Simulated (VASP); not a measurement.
Cs: single point with LDA

The system is Cs.

```
CELL_PARAMETERS angstrom
4.34583 0.00000 0.00000
-2.17291 3.76360 0.00000
0.00000 0.00000 7.04024
ATOMIC_POSITIONS crystal
Cs 0.33333 0.66667 0.25000
Cs 0.66667 0.33333 0.75000
```

This isn't the form of Cs at room conditions, which is bcc.

```json
{
 "Program": "VASP 6.6.1",
 "Task": "single point",
 "Functional": "LDA",
 "Potentials or basis": "VASP PAW LDA potentials, release 64 (Cs_sv)",
 "Cutoff": "520 eV",
 "k mesh": "9 × 9 × 5",
 "Occupations": "fermi-dirac, width 0.1 eV",
 "Spin": "no spin polarisation",
 "Dipole correction": "no",
 "Further INCAR settings": "ALGO = Normal; EDIFF = 1e-06; NBANDS = 16"
}
```

```
Pressure               : 2.3 GPa
Band gap on the k mesh : zero (bands 9 and 10 overlap by 1.43 eV)
```

Stress tensor (GPa, compression positive):
```
2.25 0.00 0.00
0.00 2.25 0.00
0.00 0.00 2.36
```

Levels at points of the mesh, in eV from the Fermi level:
| k point | band 7 | band 8 | band 9 | band 10 | band 11 | band 12 |
| --- | --- | --- | --- | --- | --- | --- |
| (0.00, 0.00, 0.00) | -10.01 | -10.00 | -2.18 | -0.41 | 2.42 | 2.63 |

Run time: 64 s on 1 thread of Intel Xeon 8259CL, on a shared host, peak memory 0.21 GiB.

Caveat: spin-orbit coupling is left out, which moves the levels of the heavy elements.
